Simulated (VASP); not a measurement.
A run of VASP 6.6.1 is set up as follows.

The input INCAR:

```
PREC = Accurate
ENCUT = 520
EDIFF = 1E-7
ISMEAR = -1
SIGMA = 0.05
LREAL = False
LASPH = True
NELM = 80
ALGO = Normal
ISIF = 2
LWAVE = False
LCHARG = False
NBANDS = 12
```

The input KPOINTS:

```
Automatic mesh
0
Gamma
  18 18 18
```

The input POSCAR:

```
Ag
1.0
    0.0000000000      2.0008994658      2.0008994658
    2.0008994658      0.0000000000      2.0008994658
    2.0008994658      2.0008994658      0.0000000000
Ag
1
Direct
    0.0000000000      0.0000000000      0.0000000000
```

Potentials or basis: VASP PAW LDA potentials, release 64 (Ag).

The run is started by

```sh
$ cat potpaw_LDA.64/Ag/POTCAR > POTCAR
$ mpirun -np 1 vasp_std > vasp.out
```

**Question.** Predict the pressure.

**Answer.** 0.1 GPa.

**Question.** Predict the band gap on the k mesh.

**Answer.** Zero (an odd number of electrons rules out a gap without spin polarisation).
